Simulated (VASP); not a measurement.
# TiTe (rocksalt type) (Fm-3m) in VASP: single point with LDA

Aim: the single point of TiTe (rocksalt type) with LDA.

Everything below comes from runs of VASP 6.6.1. Logs are shortened: lines on timing, memory, paths and dates and some standing lists are left out, and cuts for length are marked.

### 1 The cell of the first run

The structure is cubic, space group Fm-3m (No. 225). The conventional cell has a = 5.201 Å, b = 5.201 Å, c = 5.201 Å, α = 90.00°, β = 90.00°, γ = 90.00°. Ti (site symmetry m-3m) has 6 Te at 2.60 Å within 3.4 Å. Within 3.4 Å of Te (site symmetry m-3m) lie 6 Ti at 2.60 Å.

### 2 Single point, LDA (volume scaled by 0.84)

INCAR

```
SYSTEM = TiTe
ALGO = Normal
EDIFF = 1E-6
ENCUT = 520
GGA = CA
ISIF = 2
ISMEAR = -1
LASPH = .TRUE.
LCHARG = .TRUE.
LELF = .TRUE.
LREAL = .FALSE.
LVHAR = .TRUE.
LWAVE = .FALSE.
NBANDS = 16
NELM = 80
PREC = Accurate
SIGMA = 0.05
```

KPOINTS

```
k-points
0
G
  12 12 12
  0 0 0
```

POSCAR

```
TiTe
1.0
    0.0000000000      2.6003384805      2.6003384805
    2.6003384805      0.0000000000      2.6003384805
    2.6003384805      2.6003384805      0.0000000000
Ti Te
1 1
Direct
    0.0000000000      0.0000000000      0.0000000000
    0.5000000000      0.5000000000      0.5000000000
```

Potentials or basis: VASP PAW LDA potentials, release 64 (Ti_sv, Te).

Run with:

```sh
> cat potpaw_LDA.64/Ti_sv/POTCAR potpaw_LDA.64/Te/POTCAR > POTCAR
> mpirun -np 1 vasp_std > vasp.out
```

OUTCAR:

```text
SYSTEM = TiTe
   EDIFF = 1E-6
   ENCUT = 520
   GGA = CA
   ISIF = 2
   ISMEAR = -1
   LASPH = .TRUE.
   LREAL = .FALSE.
   NELM = 80
   PREC = Accurate

 ion  position               nearest neighbor table
   1  0.000  0.000  0.000-   2 2.60   2 2.60   2 2.60   2 2.60   2 2.60   2 2.60
   2  0.500  0.500  0.500-   1 2.60   1 2.60   1 2.60   1 2.60   1 2.60   1 2.60

  LATTYP: Found a face centered cubic cell.
 ALAT       =     5.2006769610

  Lattice vectors:

 A1 = (   0.0000000000,   2.6003384805,   2.6003384805)
 A2 = (   2.6003384805,   0.0000000000,   2.6003384805)
 A3 = (   2.6003384805,   2.6003384805,   0.0000000000)

Analysis of symmetry for initial positions (statically):
[... 33 lines left out ...]
                                     Primitive cell

  volume of cell :      35.1657

  direct lattice vectors                    reciprocal lattice vectors
     0.000000000  2.600338481  2.600338481    -0.192282660  0.192282660  0.192282660
     2.600338481  0.000000000  2.600338481     0.192282660 -0.192282660  0.192282660
     2.600338481  2.600338481  0.000000000     0.192282660  0.192282660 -0.192282660

  length of vectors
     3.677433946  3.677433946  3.677433946     0.333043337  0.333043337  0.333043337

  position of ions in fractional coordinates (direct lattice)
     0.000000000  0.000000000  0.000000000
     0.500000000  0.500000000  0.500000000

  ion indices of the primitive-cell ions
   primitive index   ion index
                 1           1
                 2           2

----------------------------------------------------------------------------------------

 KPOINTS: k-points

Automatic generation of k-mesh.
 Grid dimensions read from file:
 generate k-points for:   12   12   12

 Generating k-lattice:

  Cartesian coordinates                     Fractional coordinates (reciprocal lattice)
    -0.016023555  0.016023555  0.016023555     0.083333333  0.000000000  0.000000000
     0.016023555 -0.016023555  0.016023555     0.000000000  0.083333333  0.000000000
     0.016023555  0.016023555 -0.016023555     0.000000000  0.000000000  0.083333333

  Length of vectors
     0.027753611  0.027753611  0.027753611

  Shift w.r.t. Gamma in fractional coordinates (k-lattice)
     0.000000000  0.000000000  0.000000000

 Subroutine IBZKPT returns following result:
 ===========================================
[... 36 lines left out ...]
   NGX,Y,Z   is equivalent  to a cutoff of  12.66, 12.66, 12.66 a.u.
   NGXF,Y,Z  is equivalent  to a cutoff of  25.32, 25.32, 25.32 a.u.
 SYSTEM =  TiTe
   PREC   = accura    normal or accurate (medium, high low for compatibility)
   ISTART =      0    job   : 0-new  1-cont  2-samecut
   ICHARG =      2    charge: 1-file 2-atom 10-const
   ISPIN  =      1    spin polarized calculation?
   LNONCOLLINEAR =      F non collinear calculations
   LSORBIT =      F    spin-orbit coupling
   LASPH  =      T    aspherical Exc in radial PAW
   ENCUT  =  520.0 eV  38.22 Ry    6.18 a.u.   6.84  6.84  6.84*2*pi/ulx,y,z
   NELM   =     80;   NELMIN=  2; NELMDL= -5     # of ELM steps
   EDIFF  = 0.1E-05   stopping-criterion for ELM
   LREAL  =      F    real-space projection
   EDIFFG = 0.1E-04   stopping-criterion for IOM
   NSW    =      0    number of steps for IOM
   IBRION =     -1    ionic relax: 0-MD 1-quasi-New 2-CG
   NFREE  =      0    steps in history (QN), initial steepest desc. (CG)
   ISIF   =      2    stress and relaxation
   ISYM   =      2    0-nonsym 1-usesym 2-fastsym
   POTIM  = 0.5000    time-step for ionic-motion
   TEBEG  =    0.0;   TEEND  =   0.0 temperature during run
   PSTRESS=    0.0 pullay stress
   NELECT =      18.0000    total number of electrons
   NUPDOWN=      -1.0000    fix difference up-down
   EMIN   =  10.00;   EMAX   =-10.00  energy-range for DOS
   EFERMI =   0.00;   METHOD = LEGACY
   ISMEAR =    -1;   SIGMA  =   0.05  broadening in eV -4-tet -1-fermi 0-gaus
   EFERMI_NEDOS =   21; number of points for ismear=-14 and -15
   IALGO  =     38    algorithm
   IMIX   =      4    mixing-type and parameters
     AMIX     =   0.40;   BMIX     =  1.00
     AMIX_MAG =   1.60;   BMIX_MAG =  1.00
  volume/ion in A,a.u.               =      17.58       118.66
  Fermi-wavevector in a.u.,A,eV,Ry     =   1.309561  2.474712 23.333317  1.714950
  Thomas-Fermi vector in A             =   2.440151
   LORBIT       =      0    0 simple, 1 ext, 2 COOP (PROOUT), +10 PAW based schemes
   GGA     = CA    functional components
   LHFCALC =     F    Hartree Fock is set to
   AEXX    =    0.0000 exact exchange contribution
   IVDW    =     0    specifies the selected vdW correction
   LEPSILON=     F    determine dielectric tensor
   LRPA    =     F    only Hartree local field effects (RPA)
 non-spin polarized calculation
  energy-cutoff  :      520.00
  volume of cell :       35.17
 maximum number of plane-waves:       960
   NGX = 13   NGY = 13   NGZ = 13

 number of electron      18.0000003 magnetization

 Free energy of the ion-electron system (eV)
  ---------------------------------------------------
  ext. energy  EPLUGINS =         0.00000000
  ---------------------------------------------------
  free energy    TOTEN  =       -12.74364257 eV

  energy without entropy =      -12.72649591  energy(sigma->0) =      -12.73506924

 E-fermi :  12.4859     XC(G=0): -11.9825

 val. band max:       12.4858758993   @ k =   0.3333   0.2500   0.0000
 cond. band min:      12.4873239102   @ k =  -0.1667   0.1667   0.0000
 fundamental gap:      0.0014480109
 Fermi energy:        12.4859416096

 k-point     1 :       0.0000    0.0000    0.0000
  band No.  band energies     occupation
      1     -44.1162      2.00000
      2     -20.8509      2.00000
      3     -20.8509      2.00000
      4     -20.8509      2.00000
      5      -2.7116      2.00000
      6      11.3351      2.00000
[... 433 lines left out ...]
      3     -20.8724      2.00000
      4     -20.8543      2.00000
      5      -0.2829      2.00000
      6       4.8076      2.00000
[... 8 lines left out ...]
     15      19.7241      0.00000
     16      20.1224      0.00000

 [... further k-points ...]
[... 5 lines left out ...]
  --------------------------------------------------------------------------------------
  -------------------------------------------------------------------------------------
  Total        5.3577390      5.3577390      5.3577390      0.0000000      0.0000000      0.0000000
  in kB      244.1026486    244.1026486    244.1026486      0.0000000      0.0000000      0.0000000
  external PRESSURE =     244.1026486 kB  Pullay stress =       0.0000000 kB

 VOLUME and BASIS-vectors are now :
 -----------------------------------------------------------------------------
  energy-cutoff  :      520.00
  volume of cell :       35.17
      direct lattice vectors                 reciprocal lattice vectors
     0.000000000  2.600338481  2.600338481    -0.192282660  0.192282660  0.192282660
     2.600338481  0.000000000  2.600338481     0.192282660 -0.192282660  0.192282660
     2.600338481  2.600338481  0.000000000     0.192282660  0.192282660 -0.192282660

 POSITION                                       TOTAL-FORCE (eV/Angst)
 -----------------------------------------------------------------------------------
      0.00000      0.00000      0.00000         0.000000      0.000000      0.000000
      2.60034      2.60034      2.60034         0.000000      0.000000     -0.000000
 -----------------------------------------------------------------------------------
    total drift:                               -0.000000      0.000000      0.000000

  FREE ENERGIE OF THE ION-ELECTRON SYSTEM (eV)
  ---------------------------------------------------
  free  energy   TOTEN  =       -12.7436425652 eV

  energy  without entropy=      -12.7264959099  energy(sigma->0) =      -12.73506924
```

OSZICAR:

```text
N       E                     dE             d eps       ncg     rms          rms(c)
DAV:   1     0.136169277315E+03    0.13617E+03   -0.88035E+03  2304   0.119E+03
DAV:   2    -0.549242283479E+01   -0.14166E+03   -0.13729E+03  2424   0.315E+02
DAV:   3    -0.134350007767E+02   -0.79426E+01   -0.77909E+01  3472   0.715E+01
DAV:   4    -0.136432291812E+02   -0.20823E+00   -0.20652E+00  2664   0.107E+01
DAV:   5    -0.136506411217E+02   -0.74119E-02   -0.74116E-02  3368   0.187E+00    0.119E+01
DAV:   6    -0.128356337116E+02    0.81501E+00   -0.55734E+00  2672   0.241E+01    0.484E+00
DAV:   7    -0.127518343912E+02    0.83799E-01   -0.52113E-01  2576   0.852E+00    0.347E+00
DAV:   8    -0.127439571734E+02    0.78772E-02   -0.39170E-02  3560   0.154E+00    0.497E-01
DAV:   9    -0.127435098461E+02    0.44733E-03   -0.65286E-03  2824   0.874E-01    0.285E-01
DAV:  10    -0.127436374722E+02   -0.12763E-03   -0.46968E-04  2888   0.213E-01    0.277E-02
DAV:  11    -0.127436429981E+02   -0.55259E-05   -0.70123E-05  2840   0.512E-02    0.189E-02
DAV:  12    -0.127436425652E+02    0.43286E-06   -0.85222E-06  2624   0.330E-02
   1 F= -.12743643E+02 E0= -.12735069E+02  d E =-.171467E-01
```

Run time: 30 s. Hardware: 1 thread of Intel Xeon Platinum 8488C (Sapphire Rapids), shared host; peak memory 0.17 GiB.

What came out:

- Free energy: -12.7436 eV
- Pressure: 24.4 GPa
- Band gap on the k mesh: zero (band 9 reaches 12.96 eV, above the bottom of band 10 at 11.52 eV)

Levels at points of the mesh, in eV from the Fermi level:
```tsv
k point	band 6	band 7	band 8	band 9	band 10	band 11	band 12	band 13
(0.00, 0.00, 0.00)	-1.15	-1.15	-1.15	-0.76	-0.76	-0.76	-0.59	-0.59
(0.50, 0.00, 0.00)	-8.16	-4.50	-4.50	0.48	0.48	0.96	2.82	5.17
(0.50, 0.50, 0.00)	-6.87	-3.42	-3.42	-2.94	0.15	1.07	1.07	1.51
```

Caveat: spin-orbit coupling is left out, which moves the levels of the heavy elements.
